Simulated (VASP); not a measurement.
# BaS (Pm-3m) in VASP: settings compared

The runs below take BaS through single point, with PBE, r2SCAN.

Everything below comes from runs of VASP 6.6.1. Logs are shortened: lines on timing, memory, paths and dates and some standing lists are left out, and cuts for length are marked.

## (1) The cell of the first run

Symmetry: Pm-3m, No. 221, cubic system. The conventional cell has a = 3.834 Å, b = 3.834 Å, c = 3.834 Å, α = 90.00°, β = 90.00°, γ = 90.00°. Within 4.4 Å of Ba (site symmetry m-3m) lie 8 S at 3.32 Å and 6 Ba at 3.83 Å. Within 4.4 Å of S (site symmetry m-3m) lie 8 Ba at 3.32 Å and 6 S at 3.83 Å.

## (2) Single point, PBE

INCAR reads:

```
SYSTEM = BaS
ALGO = Normal ; EDIFF = 1E-6
ENCUT = 520 ; GGA = PE
ISIF = 2 ; ISMEAR = 0
LASPH = .True. ; LCHARG = .False.
LREAL = .False. ; LWAVE = .False.
NBANDS = 15 ; NELM = 60
PREC = Accurate ; SIGMA = 0.01
```

KPOINTS reads:

```
k-points
0
Gamma
  4 4 4
  0 0 0
```

POSCAR reads:

```
BaS
1.0
    3.8337582660      0.0000000000      0.0000000000
    0.0000000000      3.8337582660      0.0000000000
    0.0000000000      0.0000000000      3.8337582660
Ba S
1 1
Direct
    0.0000000000      0.0000000000      0.0000000000
    0.5000000000      0.5000000000      0.5000000000
```

Potentials or basis: VASP PAW PBE potentials, release 64 (Ba_sv, S).

Started as:

```sh
cat potpaw_PBE.64/Ba_sv/POTCAR potpaw_PBE.64/S/POTCAR > POTCAR
mpirun -np 1 vasp_std > vasp.out
```

OUTCAR:

```text
SYSTEM = BaS
   EDIFF = 1E-6
   ENCUT = 520
   GGA = PE
   ISIF = 2
   ISMEAR = 0
   LASPH = .True.
   LREAL = .False.
   NELM = 60
   PREC = Accurate

 ion  position               nearest neighbor table
   1  0.000  0.000  0.000-   2 3.32   2 3.32   2 3.32   2 3.32   2 3.32   2 3.32   2 3.32   2 3.32

   2  0.500  0.500  0.500-   1 3.32   1 3.32   1 3.32   1 3.32   1 3.32   1 3.32   1 3.32   1 3.32

  LATTYP: Found a simple cubic cell.
 ALAT       =     3.8337582660

  Lattice vectors:

 A1 = (   3.8337582660,   0.0000000000,   0.0000000000)
 A2 = (   0.0000000000,   3.8337582660,   0.0000000000)
 A3 = (   0.0000000000,   0.0000000000,   3.8337582660)

Analysis of symmetry for initial positions (statically):
=====================================================================
 Subroutine PRICEL returns:
 Original cell was already a primitive cell.

 Routine SETGRP: Setting up the symmetry group for a
 simple cubic supercell.

 Subroutine GETGRP returns: Found 48 space group operations
 (whereof 48 operations were pure point group operations)
 out of a pool of 48 trial point group operations.

The static configuration has the point symmetry O_h .

Analysis of symmetry for dynamics (positions and initial velocities):
=====================================================================
 Subroutine PRICEL returns:
 Original cell was already a primitive cell.

 Routine SETGRP: Setting up the symmetry group for a
 simple cubic supercell.

 Subroutine GETGRP returns: Found 48 space group operations
 (whereof 48 operations were pure point group operations)
 out of a pool of 48 trial point group operations.

The dynamic configuration has the point symmetry O_h .

 Subroutine INISYM returns: Found 48 space group operations
 (whereof 48 operations are pure point group operations),
 and found     1 'primitive' translations

----------------------------------------------------------------------------------------

                                     Primitive cell

  volume of cell :      56.3474

  direct lattice vectors                    reciprocal lattice vectors
     3.833758266  0.000000000  0.000000000     0.260840651  0.000000000  0.000000000
     0.000000000  3.833758266  0.000000000     0.000000000  0.260840651  0.000000000
     0.000000000  0.000000000  3.833758266     0.000000000  0.000000000  0.260840651

  length of vectors
     3.833758266  3.833758266  3.833758266     0.260840651  0.260840651  0.260840651

  position of ions in fractional coordinates (direct lattice)
     0.000000000  0.000000000  0.000000000
     0.500000000  0.500000000  0.500000000

  ion indices of the primitive-cell ions
   primitive index   ion index
                 1           1
                 2           2

----------------------------------------------------------------------------------------

 KPOINTS: k-points

Automatic generation of k-mesh.
 Grid dimensions read from file:
 generate k-points for:    4    4    4

 Generating k-lattice:

  Cartesian coordinates                     Fractional coordinates (reciprocal lattice)
     0.065210163  0.000000000  0.000000000     0.250000000  0.000000000  0.000000000
     0.000000000  0.065210163  0.000000000     0.000000000  0.250000000  0.000000000
     0.000000000  0.000000000  0.065210163     0.000000000  0.000000000  0.250000000

  Length of vectors
     0.065210163  0.065210163  0.065210163

  Shift w.r.t. Gamma in fractional coordinates (k-lattice)
     0.000000000  0.000000000  0.000000000

 Subroutine IBZKPT returns following result:
 ===========================================

 Found     10 irreducible k-points:

 Following reciprocal coordinates:
            Coordinates               Weight
  0.000000  0.000000  0.000000      1.000000
  0.250000  0.000000  0.000000      6.000000
  0.500000  0.000000  0.000000      3.000000
  0.250000  0.250000  0.000000     12.000000
  0.500000  0.250000  0.000000     12.000000
  0.500000  0.500000  0.000000      3.000000
  0.250000  0.250000  0.250000      8.000000
  0.500000  0.250000  0.250000     12.000000
  0.500000  0.500000  0.250000      6.000000
  0.500000  0.500000  0.500000      1.000000
   k-points           NKPTS =     10   k-points in BZ     NKDIM =     10   number of bands    NBANDS=     15
   number of dos      NEDOS =    301   number of ions     NIONS =      2
   total plane-waves  NPLWV =  27000
   dimension x,y,z NGX =    30 NGY =   30 NGZ =   30
   dimension x,y,z NGXF=    60 NGYF=   60 NGZF=   60
   ions per type =               1   1
   NGX,Y,Z   is equivalent  to a cutoff of  13.01, 13.01, 13.01 a.u.
   NGXF,Y,Z  is equivalent  to a cutoff of  26.02, 26.02, 26.02 a.u.
 SYSTEM =  BaS
   PREC   = accura    normal or accurate (medium, high low for compatibility)
   ISTART =      0    job   : 0-new  1-cont  2-samecut
   ICHARG =      2    charge: 1-file 2-atom 10-const
   ISPIN  =      1    spin polarized calculation?
   LNONCOLLINEAR =      F non collinear calculations
   LSORBIT =      F    spin-orbit coupling
   LASPH  =      T    aspherical Exc in radial PAW
   ENCUT  =  520.0 eV  38.22 Ry    6.18 a.u.   7.13  7.13  7.13*2*pi/ulx,y,z
   NELM   =     60;   NELMIN=  2; NELMDL= -5     # of ELM steps
   EDIFF  = 0.1E-05   stopping-criterion for ELM
   LREAL  =      F    real-space projection
   EDIFFG = 0.1E-04   stopping-criterion for IOM
   NSW    =      0    number of steps for IOM
   IBRION =     -1    ionic relax: 0-MD 1-quasi-New 2-CG
   NFREE  =      0    steps in history (QN), initial steepest desc. (CG)
   ISIF   =      2    stress and relaxation
   ISYM   =      2    0-nonsym 1-usesym 2-fastsym
   POTIM  = 0.5000    time-step for ionic-motion
   TEBEG  =    0.0;   TEEND  =   0.0 temperature during run
   PSTRESS=    0.0 pullay stress
   NELECT =      16.0000    total number of electrons
   NUPDOWN=      -1.0000    fix difference up-down
   EMIN   =  10.00;   EMAX   =-10.00  energy-range for DOS
   EFERMI =   0.00;   METHOD = LEGACY
   ISMEAR =     0;   SIGMA  =   0.01  broadening in eV -4-tet -1-fermi 0-gaus
   EFERMI_NEDOS =   21; number of points for ismear=-14 and -15
   IALGO  =     38    algorithm
   IMIX   =      4    mixing-type and parameters
     AMIX     =   0.40;   BMIX     =  1.00
     AMIX_MAG =   1.60;   BMIX_MAG =  1.00
  volume/ion in A,a.u.               =      28.17       190.13
  Fermi-wavevector in a.u.,A,eV,Ry     =   1.076028  2.033397 15.753309  1.157836
  Thomas-Fermi vector in A             =   2.211901
   LORBIT       =      0    0 simple, 1 ext, 2 COOP (PROOUT), +10 PAW based schemes
   GGA     = PE    functional components
   LHFCALC =     F    Hartree Fock is set to
   AEXX    =    0.0000 exact exchange contribution
   IVDW    =     0    specifies the selected vdW correction
   LEPSILON=     F    determine dielectric tensor
   LRPA    =     F    only Hartree local field effects (RPA)
 non-spin polarized calculation
 Gauss-broadening in eV      SIGMA  =   0.01
  energy-cutoff  :      520.00
  volume of cell :       56.35
 maximum number of plane-waves:      1568
 NGX is ok and might be reduce to    30
   NGX = 15   NGY = 15   NGZ = 15

 number of electron      15.9999997 magnetization

 Free energy of the ion-electron system (eV)
  ---------------------------------------------------
  ext. energy  EPLUGINS =         0.00000000
  ---------------------------------------------------
  free energy    TOTEN  =        -9.73083644 eV

  energy without entropy =       -9.73083644  energy(sigma->0) =       -9.73083644

 E-fermi :   3.1091     XC(G=0):  -9.4022

 val. band max:        3.0480314893   @ k =   0.5000   0.5000   0.0000
 cond. band min:       4.4694739781   @ k =   0.0000   0.0000   0.0000
 fundamental gap:      1.4214424888
 Fermi energy:         3.1090989104

 k-point     1 :       0.0000    0.0000    0.0000
  band No.  band energies     occupation
      1     -24.1214      2.00000
      2      -8.9185      2.00000
      3      -8.9185      2.00000
      4      -8.9185      2.00000
      5      -8.0212      2.00000
      6       2.9374      2.00000
      7       2.9374      2.00000
      8       2.9374      2.00000
      9       4.4695      0.00000
     10       4.4695      0.00000
     11       6.8906      0.00000
     12       9.5794      0.00000
     13       9.5794      0.00000
     14       9.5794      0.00000
     15      13.9526      0.00000

 k-point     2 :       0.2500    0.0000    0.0000
  band No.  band energies     occupation
      1     -24.0763      2.00000
      2      -9.8087      2.00000
      3      -8.8580      2.00000
      4      -8.8580      2.00000
      5      -7.2778      2.00000
      6       1.2299      2.00000
      7       2.6231      2.00000
      8       2.6231      2.00000
      9       4.8909      0.00000
     10       6.4954      0.00000
     11       8.6346      0.00000
     12       9.6540      0.00000
     13       9.6540      0.00000
     14       9.9118      0.00000
     15      11.2559      0.00000

 k-point     3 :       0.5000    0.0000    0.0000
  band No.  band energies     occupation
      1     -24.0303      2.00000
      2     -10.3654      2.00000
      3      -8.7959      2.00000
      4      -8.7959      2.00000
      5      -6.8060      2.00000
      6       0.1302      2.00000
      7       2.3108      2.00000
      8       2.3108      2.00000
      9       5.4930      0.00000
     10       9.1172      0.00000
     11       9.5365      0.00000
     12      10.0538      0.00000
     13      10.0538      0.00000
     14      10.3337      0.00000
     15      10.3391      0.00000
[... 91 lines left out ...]
 k-point     9 :       0.5000    0.5000    0.2500
  band No.  band energies     occupation
      1     -23.9068      2.00000
      2      -9.6446      2.00000
      3      -9.6446      2.00000
      4      -9.1436      2.00000
      5      -7.4194      2.00000
      6       0.9004      2.00000
      7       0.9004      2.00000
      8       1.3377      2.00000
      9       7.1739      0.00000
     10       8.4560      0.00000
     11       8.4560      0.00000
     12       8.6605      0.00000
     13      11.9790      0.00000
     14      12.9508      0.00000
     15      12.9508      0.00000

 k-point    10 :       0.5000    0.5000    0.5000
  band No.  band energies     occupation
      1     -23.8666      2.00000
      2      -9.5439      2.00000
      3      -9.5439      2.00000
      4      -9.5439      2.00000
      5      -7.2182      2.00000
      6       0.2621      2.00000
      7       0.2621      2.00000
      8       0.2621      2.00000
      9      10.3689      0.00000
     10      10.3689      0.00000
     11      10.3689      0.00000
     12      10.8201      0.00000
     13      10.8201      0.00000
     14      10.8201      0.00000
     15      12.0958      0.00000

------------------------ aborting loop because EDIFF is reached ----------------------------------------

  FORCE on cell =-STRESS in cart. coord.  units (eV):
  Direction    XX          YY          ZZ          XY          YZ          ZX
  --------------------------------------------------------------------------------------
  -------------------------------------------------------------------------------------
  Total        0.4502760      0.4502760      0.4502760     -0.0000000      0.0000000     -0.0000000
  in kB       12.8031023     12.8031023     12.8031023     -0.0000000      0.0000000     -0.0000000
  external PRESSURE =      12.8031023 kB  Pullay stress =       0.0000000 kB

 VOLUME and BASIS-vectors are now :
 -----------------------------------------------------------------------------
  energy-cutoff  :      520.00
  volume of cell :       56.35
      direct lattice vectors                 reciprocal lattice vectors
     3.833758266  0.000000000  0.000000000     0.260840651  0.000000000  0.000000000
     0.000000000  3.833758266  0.000000000     0.000000000  0.260840651  0.000000000
     0.000000000  0.000000000  3.833758266     0.000000000  0.000000000  0.260840651

 POSITION                                       TOTAL-FORCE (eV/Angst)
 -----------------------------------------------------------------------------------
      0.00000      0.00000      0.00000         0.000000      0.000000      0.000000
      1.91688      1.91688      1.91688         0.000000      0.000000      0.000000
 -----------------------------------------------------------------------------------
    total drift:                                0.000000     -0.000000     -0.000000

  FREE ENERGIE OF THE ION-ELECTRON SYSTEM (eV)
  ---------------------------------------------------
  free  energy   TOTEN  =        -9.7308364393 eV

  energy  without entropy=       -9.7308364393  energy(sigma->0) =       -9.73083644
```

Run time: 9.4 s. Hardware: 1 thread of Intel Xeon Platinum 8259CL at 2.50GHz (Skylake/Cascade Lake), shared host; peak memory 0.16 GiB.

What came out:

| Property | Result |
| --- | --- |
| Free energy | -9.7308 eV |
| Pressure | 1.3 GPa |
| Band gap on the k mesh | 1.42 eV (least direct gap 1.53 eV) |

Levels at points of the mesh, in eV from the valence-band top:
| k point | band 5 | band 6 | band 7 | band 8 | band 9 | band 10 | band 11 | band 12 |
| --- | --- | --- | --- | --- | --- | --- | --- | --- |
| (0.00, 0.00, 0.00) | -11.07 | -0.11 | -0.11 | -0.11 | 1.42 | 1.42 | 3.84 | 6.53 |
| (0.50, 0.00, 0.00) | -9.85 | -2.92 | -0.74 | -0.74 | 2.45 | 6.07 | 6.49 | 7.01 |
| (0.50, 0.50, 0.00) | -10.65 | -1.37 | -1.37 | 0.00 | 2.19 | 3.33 | 4.32 | 4.32 |
| (0.50, 0.50, 0.50) | -10.27 | -2.79 | -2.79 | -2.79 | 7.32 | 7.32 | 7.32 | 7.77 |

Caveat: the structure was generated, so it needn't be the stable form of BaS; spin-orbit coupling is left out, which moves the levels of the heavy elements.

(Continued in part 2 of 2.)
